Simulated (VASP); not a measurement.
Input of a VASP 6.6.1 run:

The input INCAR:

```
SYSTEM = Ta3Cd
PREC     = Accurate       ! precision mode
ENCUT    = 520            ! plane-wave cutoff, eV
EDIFF    = 1E-7           ! SCF threshold, eV
ISMEAR   = 0              ! smearing method
SIGMA    = 0.1            ! smearing width, eV
LREAL    = .FALSE.        ! projectors in reciprocal space
LASPH    = .TRUE.         ! aspherical terms in the spheres
NELM     = 100            ! most SCF steps
ALGO     = Normal         ! electronic algorithm
ISIF     = 2              ! what is computed and relaxed
LWAVE    = .FALSE.        ! write WAVECAR
LCHARG   = .FALSE.        ! write CHGCAR
GGA      = PE             ! functional
NBANDS   = 30             ! bands
```

Contents of KPOINTS:

```
Automatic mesh
0
G
  6 6 6
  0 0 0
```

The input POSCAR:

```
Ta3Cd
1.0
    5.6064620615      0.0000000000      0.0000000000
   -2.8032310307      4.8553385706      0.0000000000
    0.0000000000      0.0000000000      2.8144226142
Ta Cd
3 1
Direct
    0.5000000000      0.0000000000      0.0000000000
    0.0000000000      0.5000000000      0.0000000000
    0.5000000000      0.5000000000      0.0000000000
    0.0000000000      0.0000000000      0.5000000000
```

Potentials or basis: VASP PAW PBE potentials, release 64 (Ta_pv, Cd).

Command:

```bash
$ cat potpaw_PBE.64/Ta_pv/POTCAR potpaw_PBE.64/Cd/POTCAR > POTCAR
$ mpirun -np 1 vasp_std > vasp.out
```

Predict the pressure.

0.0 GPa.

Stress tensor (GPa, compression positive):
```
-0.08  0.00  0.00
 0.00 -0.08  0.00
 0.00  0.00  0.22
```

Caveat: the k points lie up to 0.37 Å⁻¹ apart.
